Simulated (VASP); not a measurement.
Write the native input for VASP 6.6.1 that does the following.

| Item | Value |
| --- | --- |
| Task | relaxation of cell and atoms |
| Functional | PBE |
| Potentials or basis | VASP PAW PBE potentials, release 64 (Al, N) |
| Cutoff | 600 eV |
| k mesh | 5 × 5 × 4 |
| Occupations | gaussian, width 0.15 eV |
| Spin | no spin polarisation |
| Dipole correction | no |
| Further INCAR settings | ALGO = Normal; EDIFF = 1e-07; IBRION = 2; EDIFFG = -0.08; NSW = 36; ISIF = 3 |

The structure of AlN lies in POSCAR:

```
AlN
1.0
    2.6399774500      0.0000000000      0.0000000000
    0.0000000000      2.6399774500      0.0000000000
    0.0000000000      0.0000000000      3.6335191100
Al N
1 1
Direct
    0.5000000000      0.5000000000      0.7461573600
    0.5000000000      0.5000000000      0.2479907500
```

These files were run (other wordings do the same):

INCAR

```
SYSTEM = AlN
  ALGO = Normal
  EDIFF = 1E-7
  EDIFFG = -0.08
  ENCUT = 600
  GGA = PE
  GGA_COMPAT = .False.
  IBRION = 2
  ISIF = 3
  ISMEAR = 0
  LASPH = .True.
  LCHARG = .False.
  LREAL = .False.
  LWAVE = .False.
  NELM = 120
  NELMIN = 4
  NSW = 36
  PREC = Accurate
  SIGMA = 0.15
```

KPOINTS

```
k-points
0
Gamma
  5 5 4
  0 0 0
```

Potentials or basis: VASP PAW PBE potentials, release 64 (Al, N).

Command:

```bash
$ cat potpaw_PBE.64/Al/POTCAR potpaw_PBE.64/N/POTCAR > POTCAR
$ mpirun -np 1 vasp_std > vasp.out
```

Results of the run:

```
Relaxed volume                         : 20.83 Å³/atom
Relaxed cell                           : a = 3.510 Å, b = 3.510 Å, c = 3.381 Å, α = 90.00°, β = 90.00°, γ = 90.00°
Space group after relaxing (to 0.05 Å) : P4/mmm (No. 123)
Energy gained by relaxing              : 462.1 meV/atom
Ionic steps                            : 23
Pressure after relaxing                : -0.2 GPa
Largest force after relaxing           : 0.072 eV/Å
Band gap on the k mesh                 : zero (band 4 reaches 1.19 eV, above the bottom of band 5 at 0.54 eV)
```

Caveat: the k points lie up to 0.46 Å⁻¹ apart in the final cell; the volume moved by over 15 % at a fixed basis, so the end points are rough; the relaxation stopped at a loose force limit of 0.08 eV/Å, so its end isn't a converged minimum.

Run time: 33 s on 1 thread of Intel(R) Xeon(R) 6975P-C (Granite Rapids) (shared host), peak memory 0.14 GiB.
